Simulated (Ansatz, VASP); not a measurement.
# Two plane-wave programs on GaP

```xyz
2
Lattice="0.0000 2.7742 2.6298 2.6298 0.0000 2.6298 2.6298 2.7742 0.0000" Properties=species:S:1:pos:R:3 pbc="T T T"
Ga    0.0000    0.0000    0.0000
P     3.9447    4.1613    3.9447
```

Alike in both runs: task single point; functional PBE; k mesh 10 × 10 × 10; occupations gaussian, width 0.05 eV; no spin polarisation.

|  | VASP | Ansatz |
| --- | --- | --- |
| version | VASP 6.6.1 | Ansatz 0.2.0 |
| potentials or method | VASP PAW PBE potentials, release 64 (Ga_d, P), cutoff 520 eV | scalar-relativistic, plane waves, PAW |
| valence electrons in the cell | 18 | 18 |

```tsv
	VASP	Ansatz	Ansatz less VASP
gap on the k mesh at the Fermi level (eV)	1.24	1.24	0.000
least direct gap on the mesh (eV)	2.14	2.14	0.000
pressure (GPa)	7.6	7.7	+0.12
traceless stress, the component that is largest in VASP (GPa)	-2.90	-2.89	+0.010
```
